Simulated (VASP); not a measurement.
# AlGa3N2 (P3m1) in VASP: relaxation of cell and atoms with PBE

Aim: the relaxation of cell and atoms of AlGa3N2 with PBE.

Everything below comes from runs of VASP 6.6.1. Logs are shortened: lines on timing, memory, paths and dates and some standing lists are left out, and cuts for length are marked.

## 1. The cell of the first run

The structure is trigonal, space group P3m1 (No. 156). The conventional cell has a = 3.204 Å, b = 3.204 Å, c = 9.436 Å, α = 90.00°, β = 90.00°, γ = 120.00°. Within 2.5 Å of Al (site symmetry 3m) lie 4 N at 1.89 to 1.94 Å. Within 2.6 Å of Ga (site symmetry 3m) lie 3 N at 1.98 Å and 1 Ga at 2.52 Å. Within 2.6 Å of Ga (site symmetry 3m) lie 1 N at 1.98 Å and 3 Ga at 2.56 Å. Ga (site symmetry 3m) has 10 Ga at 2.52 to 3.20 Å within 3.3 Å. N (site symmetry 3m) has 1 Al at 1.89 Å and 3 Ga at 1.98 Å within 2.5 Å. N (site symmetry 3m) has 3 Al at 1.94 Å and 1 Ga at 1.98 Å within 2.6 Å.

## 2. Relaxation of cell and atoms, PBE

INCAR

```
PREC     = Accurate       # precision mode
ENCUT    = 600            # plane-wave cutoff, eV
EDIFF    = 1E-7           # SCF threshold, eV
ISMEAR   = 0              # smearing method
SIGMA    = 0.1            # smearing width, eV
LREAL    = False          # projectors in reciprocal space
LASPH    = True           # aspherical terms in the spheres
NELM     = 80             # most SCF steps
ALGO     = Normal         # electronic algorithm
ISIF     = 3              # what is computed and relaxed
LWAVE    = False          # write WAVECAR
LCHARG   = False          # write CHGCAR
GGA      = PE             # functional
IBRION   = 2              # ionic algorithm
NSW      = 100            # ionic steps
EDIFFG   = -0.01          # ionic threshold
```

KPOINTS

```
Automatic mesh
0
Gamma
  12 12 4
```

POSCAR

```
AlGa3N2
1.0
    3.2035226485      0.0000000000      0.0000000000
   -1.6017613243      2.7743319952      0.0000000000
    0.0000000000      0.0000000000      9.4362046052
Al Ga N
1 3 2
Direct
    0.3333333333      0.6666666667      0.2540617949
    0.0000000000      0.0000000000      0.9786710766
    0.6666666667      0.3333333333      0.5241168893
    0.0000000000      0.0000000000      0.7118830588
    0.3333333333      0.6666666667      0.0534578248
    0.6666666667      0.3333333333      0.3148093555
```

Potentials or basis: VASP PAW PBE potentials, release 64 (Al, Ga_d, N).

Command:

```
cat potpaw_PBE.64/Al/POTCAR potpaw_PBE.64/Ga_d/POTCAR potpaw_PBE.64/N/POTCAR > POTCAR
mpirun -np 1 vasp_std > vasp.out
```

OUTCAR:

```text
PREC = Accurate
   ENCUT = 600
   EDIFF = 1E-7
   ISMEAR = 0
   LREAL = False
   LASPH = True
   NELM = 80
   ISIF = 3
   GGA = PE
   IBRION = 2
   NSW = 100
   EDIFFG = -0.01

 ion  position               nearest neighbor table
   1  0.333  0.667  0.254-   5 1.89   6 1.94   6 1.94   6 1.94
   2  0.000  0.000  0.979-   5 1.98   5 1.98   5 1.98   4 2.52
   3  0.667  0.333  0.524-   6 1.98   4 2.56   4 2.56   4 2.56
   4  0.000  0.000  0.712-   2 2.52   3 2.56   3 2.56   3 2.56
   5  0.333  0.667  0.053-   1 1.89   2 1.98   2 1.98   2 1.98
   6  0.667  0.333  0.315-   1 1.94   1 1.94   1 1.94   3 1.98

  LATTYP: Found a hexagonal cell.
 ALAT       =     3.2035226485
 C/A-ratio  =     2.9455713727

  Lattice vectors:

 A1 = (   3.2035226485,   0.0000000000,   0.0000000000)
 A2 = (  -1.6017613243,   2.7743319952,   0.0000000000)
 A3 = (   0.0000000000,   0.0000000000,   9.4362046052)

Analysis of symmetry for initial positions (statically):
=====================================================================
 Subroutine PRICEL returns:
 Original cell was already a primitive cell.

 Routine SETGRP: Setting up the symmetry group for a
 hexagonal supercell.

 Subroutine GETGRP returns: Found  6 space group operations
 (whereof  6 operations were pure point group operations)
 out of a pool of 24 trial point group operations.

The static configuration has the point symmetry C_3v.

Analysis of symmetry for dynamics (positions and initial velocities):
=====================================================================
 Subroutine PRICEL returns:
 Original cell was already a primitive cell.

 Routine SETGRP: Setting up the symmetry group for a
 hexagonal supercell.

 Subroutine GETGRP returns: Found  6 space group operations
 (whereof  6 operations were pure point group operations)
 out of a pool of 24 trial point group operations.

The dynamic configuration has the point symmetry C_3v.

 Subroutine INISYM returns: Found  6 space group operations
 (whereof  6 operations are pure point group operations),
 and found     1 'primitive' translations

----------------------------------------------------------------------------------------

                                     Primitive cell

  volume of cell :      83.8655

  direct lattice vectors                    reciprocal lattice vectors
     3.203522648  0.000000000  0.000000000     0.312156370  0.180223564  0.000000000
    -1.601761324  2.774331995  0.000000000     0.000000000  0.360447128  0.000000000
     0.000000000  0.000000000  9.436204605     0.000000000  0.000000000  0.105974811

  length of vectors
     3.203522648  3.203522649  9.436204605     0.360447128  0.360447128  0.105974811

  position of ions in fractional coordinates (direct lattice)
     0.333333333  0.666666667  0.254061795
     0.000000000  0.000000000  0.978671077
     0.666666667  0.333333333  0.524116889
     0.000000000  0.000000000  0.711883059
     0.333333333  0.666666667  0.053457825
     0.666666667  0.333333333  0.314809356

  ion indices of the primitive-cell ions
   primitive index   ion index
                 1           1
                 2           2
                 3           3
                 4           4
                 5           5
                 6           6

----------------------------------------------------------------------------------------

 KPOINTS: Automatic mesh

Automatic generation of k-mesh.
 Grid dimensions read from file:
 generate k-points for:   12   12    4

 Generating k-lattice:

  Cartesian coordinates                     Fractional coordinates (reciprocal lattice)
     0.026013031  0.015018630  0.000000000     0.083333333  0.000000000  0.000000000
     0.000000000  0.030037261  0.000000000     0.000000000  0.083333333  0.000000000
     0.000000000  0.000000000  0.026493703     0.000000000  0.000000000  0.250000000

  Length of vectors
     0.030037261  0.030037261  0.026493703

  Shift w.r.t. Gamma in fractional coordinates (k-lattice)
     0.000000000  0.000000000  0.000000000

 Subroutine IBZKPT returns following result:
 ===========================================

 Found     69 irreducible k-points:

 Following reciprocal coordinates:
            Coordinates               Weight
  0.000000  0.000000  0.000000      1.000000
  0.083333  0.000000  0.000000      6.000000
  0.166667  0.000000  0.000000      6.000000
  0.250000  0.000000  0.000000      6.000000
  0.333333  0.000000  0.000000      6.000000
  0.416667  0.000000  0.000000      6.000000
[... 16 lines left out ...]
  0.166667  0.000000  0.250000      6.000000
  0.000000  0.166667  0.250000      6.000000
 [... further k-points ...]
   k-points           NKPTS =     69   k-points in BZ     NKDIM =     69   number of bands    NBANDS=     31
   number of dos      NEDOS =    301   number of ions     NIONS =      6
   total plane-waves  NPLWV =  62720
   dimension x,y,z NGX =    28 NGY =   28 NGZ =   80
   dimension x,y,z NGXF=    56 NGYF=   56 NGZF=  160
   ions per type =               1   3   2
   NGX,Y,Z   is equivalent  to a cutoff of  14.53, 14.53, 14.09 a.u.
   NGXF,Y,Z  is equivalent  to a cutoff of  29.06, 29.06, 28.19 a.u.
 SYSTEM =  unknown system
   PREC   = accura    normal or accurate (medium, high low for compatibility)
   ISTART =      0    job   : 0-new  1-cont  2-samecut
   ICHARG =      2    charge: 1-file 2-atom 10-const
   ISPIN  =      1    spin polarized calculation?
   LNONCOLLINEAR =      F non collinear calculations
   LSORBIT =      F    spin-orbit coupling
   LASPH  =      T    aspherical Exc in radial PAW
   ENCUT  =  600.0 eV  44.10 Ry    6.64 a.u.   6.40  6.40 18.85*2*pi/ulx,y,z
   NELM   =     80;   NELMIN=  2; NELMDL= -5     # of ELM steps
   EDIFF  = 0.1E-06   stopping-criterion for ELM
   LREAL  =      F    real-space projection
   EDIFFG = -.1E-01   stopping-criterion for IOM
   NSW    =    100    number of steps for IOM
   IBRION =      2    ionic relax: 0-MD 1-quasi-New 2-CG
   NFREE  =      1    steps in history (QN), initial steepest desc. (CG)
   ISIF   =      3    stress and relaxation
   ISYM   =      2    0-nonsym 1-usesym 2-fastsym
   POTIM  = 0.5000    time-step for ionic-motion
   TEBEG  =    0.0;   TEEND  =   0.0 temperature during run
   PSTRESS=    0.0 pullay stress
   NELECT =      52.0000    total number of electrons
   NUPDOWN=      -1.0000    fix difference up-down
   EMIN   =  10.00;   EMAX   =-10.00  energy-range for DOS
   EFERMI =   0.00;   METHOD = LEGACY
   ISMEAR =     0;   SIGMA  =   0.10  broadening in eV -4-tet -1-fermi 0-gaus
   EFERMI_NEDOS =   21; number of points for ismear=-14 and -15
   IALGO  =     38    algorithm
   IMIX   =      4    mixing-type and parameters
     AMIX     =   0.40;   BMIX     =  1.00
     AMIX_MAG =   1.60;   BMIX_MAG =  1.00
  volume/ion in A,a.u.               =      13.98        94.33
  Fermi-wavevector in a.u.,A,eV,Ry     =   1.395987  2.638033 26.514763  1.948780
  Thomas-Fermi vector in A             =   2.519385
   LORBIT       =      0    0 simple, 1 ext, 2 COOP (PROOUT), +10 PAW based schemes
   GGA     = PE    functional components
   LHFCALC =     F    Hartree Fock is set to
   AEXX    =    0.0000 exact exchange contribution
   IVDW    =     0    specifies the selected vdW correction
   LEPSILON=     F    determine dielectric tensor
   LRPA    =     F    only Hartree local field effects (RPA)
 conjugate gradient relaxation of ions
 non-spin polarized calculation
 Gauss-broadening in eV      SIGMA  =   0.10
  energy-cutoff  :      600.00
  volume of cell :       83.87
 maximum number of plane-waves:      2846
 NGX is ok and might be reduce to    28
   NGX = 13   NGY = 13   NGZ = 37

--------------------------------------- Ionic step        1  -------------------------------------------

 number of electron      51.9999993 magnetization

 Free energy of the ion-electron system (eV)
  ---------------------------------------------------
  ext. energy  EPLUGINS =         0.00000000
  ---------------------------------------------------
  free energy    TOTEN  =       -32.01622015 eV

  energy without entropy =      -32.00803946  energy(sigma->0) =      -32.01212980

------------------------ aborting loop because EDIFF is reached ----------------------------------------

  FORCE on cell =-STRESS in cart. coord.  units (eV):
  Direction    XX          YY          ZZ          XY          YZ          ZX
  --------------------------------------------------------------------------------------
  -------------------------------------------------------------------------------------
  Total        0.3387415      0.3387415     -0.1939676     -0.0000000      0.0000000      0.0000000
  in kB        6.4713570      6.4713570     -3.7055796     -0.0000000      0.0000000      0.0000000
  external PRESSURE =       3.0790448 kB  Pullay stress =       0.0000000 kB
[... 265 lines left out ...]
  energy  without entropy=      -32.0171325267  energy(sigma->0) =      -32.01947354

--------------------------------------- Ionic step        8  -------------------------------------------

 number of electron      51.9999990 magnetization

 Free energy of the ion-electron system (eV)
  ---------------------------------------------------
  ext. energy  EPLUGINS =         0.00000000
  ---------------------------------------------------
  free energy    TOTEN  =       -32.02189006 eV

  energy without entropy =      -32.01721879  energy(sigma->0) =      -32.01955443

 E-fermi :   6.8893     XC(G=0): -10.9760

 val. band max:        6.7988534964   @ k =   0.5000   0.0000   0.0000
 cond. band min:       6.9000582358   @ k =   0.1667   0.1667   0.0000
 fundamental gap:      0.1012047394
 Fermi energy:         6.8892669873

 k-point     1 :       0.0000    0.0000    0.0000
  band No.  band energies     occupation
      1     -10.6049      2.00000
      2      -9.8584      2.00000
      3      -8.8563      2.00000
      4      -8.8563      2.00000
      5      -8.7629      2.00000
      6      -8.7512      2.00000
[... 805 lines left out ...]
     30      11.6738      0.00000
     31      12.2823      0.00000

 [... further k-points ...]

------------------------ aborting loop because EDIFF is reached ----------------------------------------

  FORCE on cell =-STRESS in cart. coord.  units (eV):
  Direction    XX          YY          ZZ          XY          YZ          ZX
  --------------------------------------------------------------------------------------
  -------------------------------------------------------------------------------------
  Total       -0.0062648     -0.0062648     -0.0084827      0.0000000     -0.0000000      0.0000000
  in kB       -0.1194825     -0.1194825     -0.1617812      0.0000000     -0.0000000      0.0000000
  external PRESSURE =      -0.1335821 kB  Pullay stress =       0.0000000 kB
[... 21 lines left out ...]
  FREE ENERGIE OF THE ION-ELECTRON SYSTEM (eV)
  ---------------------------------------------------
  free  energy   TOTEN  =       -32.0218900616 eV

  energy  without entropy=      -32.0172187906  energy(sigma->0) =      -32.01955443

 reached required accuracy - stopping structural energy minimisation
```

Run time: 13 min. Hardware: 1 thread of AMD EPYC 9R45 (Zen 5), shared host; peak memory 0.36 GiB.

Results:

* Free energy: -32.0219 eV
* Relaxed volume: 14.00 Å³/atom
* Relaxed cell: a = 3.219 Å, b = 3.219 Å, c = 9.361 Å, α = 90.00°, β = 90.00°, γ = 120.00°
* Space group after relaxing (to 0.1 Å): P3m1 (No. 156)
* Energy gained by relaxing: 0.9 meV/atom
* Ionic steps: 8
* Pressure after relaxing: 0.0 GPa
* Largest force after relaxing: 0.008 eV/Å
* Band gap on the k mesh: zero (bands 26 and 27 overlap by 2.94 eV)

Forces on the atoms (eV/Å):
```
Al   0.000  0.000 -0.003
Ga   0.000  0.000  0.003
Ga   0.000  0.000  0.008
Ga   0.000  0.000 -0.006
N    0.000  0.000 -0.008
N    0.000  0.000  0.007
```

Step by step:
| step | energy change (eV) | largest force (eV/Å) | pressure (GPa) | volume (Å³) |
| --- | --- | --- | --- | --- |
| 1 | 0.0000 | 0.1361 | 0.31 | 83.87 |
| 2 | -0.0026 | 0.0911 | -0.17 | 84.19 |
| 3 | -0.0034 | 0.0665 | -0.57 | 84.48 |
| 4 | -0.0050 | 0.0566 | -0.24 | 84.24 |
| 5 | -0.0052 | 0.0759 | -0.07 | 84.12 |
| 6 | -0.0055 | 0.0392 | 0.00 | 84.04 |
| 7 | -0.0056 | 0.0355 | 0.05 | 83.98 |
| 8 | -0.0057 | 0.0077 | -0.01 | 84.01 |

Final structure:
```cif
data_structure
_symmetry_space_group_name_H-M 'P 1'
_symmetry_Int_Tables_number 1
_cell_length_a 3.2191
_cell_length_b 3.2191
_cell_length_c 9.3607
_cell_angle_alpha 90.000
_cell_angle_beta 90.000
_cell_angle_gamma 120.000
_cell_volume 84.01
loop_
_atom_site_label
_atom_site_type_symbol
_atom_site_fract_x
_atom_site_fract_y
_atom_site_fract_z
_atom_site_occupancy
Al1 Al 0.33333 0.66667 0.25466 1
Ga1 Ga 0.00000 0.00000 0.97747 1
Ga2 Ga 0.66667 0.33333 0.52642 1
Ga3 Ga 0.00000 0.00000 0.71038 1
N1 N 0.33333 0.66667 0.05251 1
N2 N 0.66667 0.33333 0.31557 1
```

The gap in the log of VASP goes by the Fermi energy; the results here count the filled bands.